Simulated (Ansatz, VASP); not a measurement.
**ScSi2O3: VASP beside Ansatz**

Contents of INCAR:

```
SYSTEM = ScSi2O3
ALGO = Normal
EDIFF = 1E-6
EDIFFG = -0.04
ENCUT = 600
GGA = PE
IBRION = 2
ISIF = 3
ISMEAR = 0
LASPH = .True.
LCHARG = .False.
LREAL = .False.
LWAVE = .False.
NELM = 80
NSW = 90
PREC = Accurate
SIGMA = 0.1
```

KPOINTS

```
k-points
0
Gamma
  6 6 4
  0 0 0
```

POSCAR

```
ScSi2O3
1.0
    5.0913810761      0.0000000000      0.0000000000
   -2.5456905381      4.4092653523      0.0000000000
    0.0000000000      0.0000000000      6.7954150273
Sc Si O
2 4 6
Direct
    0.0000000000      0.0000000000      0.0000000000
    0.0000000000      0.0000000000      0.5000000000
    0.6666666667      0.3333333333      0.0782018352
    0.3333333333      0.6666666667      0.9217981648
    0.3333333333      0.6666666667      0.5782018352
    0.6666666667      0.3333333333      0.4217981648
    0.1741915886      0.3483831773      0.7500000000
    0.6516168227      0.8258084114      0.7500000000
    0.1741915886      0.8258084114      0.7500000000
    0.8258084114      0.6516168227      0.2500000000
    0.3483831773      0.1741915886      0.2500000000
    0.8258084114      0.1741915886      0.2500000000
```

Input for Ansatz:

```yaml
crystal:
  lattice:
    - [5.0913810761, 0.0, 0.0]
    - [-2.5456905381, 4.4092653523, 0.0]
    - [0.0, 0.0, 6.7954150273]
  atoms:
    - { symbol: Sc, position: [0.0, 0.0, 0.0] }
    - { symbol: Sc, position: [0.0, 0.0, 0.5] }
    - { symbol: Si, position: [0.6666666667, 0.3333333333, 0.0782018352] }
    - { symbol: Si, position: [0.3333333333, 0.6666666667, 0.9217981648] }
    - { symbol: Si, position: [0.3333333333, 0.6666666667, 0.5782018352] }
    - { symbol: Si, position: [0.6666666667, 0.3333333333, 0.4217981648] }
    - { symbol: O, position: [0.1741915886, 0.3483831773, 0.75] }
    - { symbol: O, position: [0.6516168227, 0.8258084114, 0.75] }
    - { symbol: O, position: [0.1741915886, 0.8258084114, 0.75] }
    - { symbol: O, position: [0.8258084114, 0.6516168227, 0.25] }
    - { symbol: O, position: [0.3483831773, 0.1741915886, 0.25] }
    - { symbol: O, position: [0.8258084114, 0.1741915886, 0.25] }
basis:
  ecutwfc: 420
kpoints:
  mp_grid: { grid: [6, 6, 4] }
hamiltonian:
  xc: pbe
scf:
  occupations: { method: gaussian, width: 0.1 }
  lower_state_search: "off"
output:
  forces: true
  stress: true
  eigenvalues: true
relax:
  adjacent_minimum: "off"
  f_tol: 0.04
  max_steps: 70
  cell: { stress_tol: 0.4 }
```

Change from the starting cell: species swapped into the Ta2Cr3Si type (P6_3/mmc, No. 194).

Alike in both runs: task relaxation of cell and atoms; functional PBE; k mesh 6 × 6 × 4; occupations gaussian, width 0.1 eV; no spin polarisation.

|  | VASP | Ansatz |
| --- | --- | --- |
| version | VASP 6.6.1 | Ansatz 0.2.0 |
| potentials or method | VASP PAW PBE potentials, release 64 (Sc_sv, Si, O), cutoff 600 eV | scalar-relativistic, plane waves, PAW |
| valence electrons in the cell | 74 | 74 |

```csv
,VASP,Ansatz,Ansatz less VASP
"gap on the k mesh at the Fermi level, each at its own relaxed structure (eV)",none,none,-
relaxed volume (Å³/atom),12.76,12.71,-0.044
relaxed length of the cell vector where the two differ most in proportion (Å),6.764,6.795,+0.0313
```

A gap of «none» marks a metal or a gap that the smearing closes.
